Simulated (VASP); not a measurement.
Input of a VASP 6.6.1 run:

Contents of INCAR:

```
SYSTEM = Si
ALGO = Normal
EDIFF = 1E-6
ENCUT = 520
GGA = PE
ISIF = 2
ISMEAR = -1
LASPH = .TRUE.
LCHARG = .FALSE.
LREAL = .FALSE.
LWAVE = .FALSE.
NBANDS = 11
NELM = 60
PREC = Accurate
SIGMA = 0.05
```

Contents of KPOINTS:

```
k-points
0
G
  16 16 16
  0 0 0
```

The input POSCAR:

```
Si
1.0
   -2.2434715157      2.3605785361      1.2707357541
    2.2434715157     -2.3605785361      1.2707357541
    2.2434715157      2.3605785361     -1.2707357541
Si
2
Direct
    0.8070000000      0.5570000000      0.2500000000
    0.1930000000      0.4430000000      0.7500000000
```

Potentials or basis: VASP PAW PBE potentials, release 64 (Si).

The run is started by

```sh
$ cat potpaw_PBE.64/Si/POTCAR > POTCAR
$ mpirun -np 1 vasp_std > vasp.out
```

Question: Estimate the largest force.

Answer: 0.010 eV/Å.

Question: Estimate the pressure.

Answer: 17.4 GPa.

Question: Predict the band gap on the k mesh.

Answer: Zero (bands 4 and 5 overlap by 7.50 eV).

Forces on the atoms (eV/Å):
```
Si   0.000  0.000 -0.010
Si   0.000  0.000  0.010
```

Caveat: the cell stands under pressure.
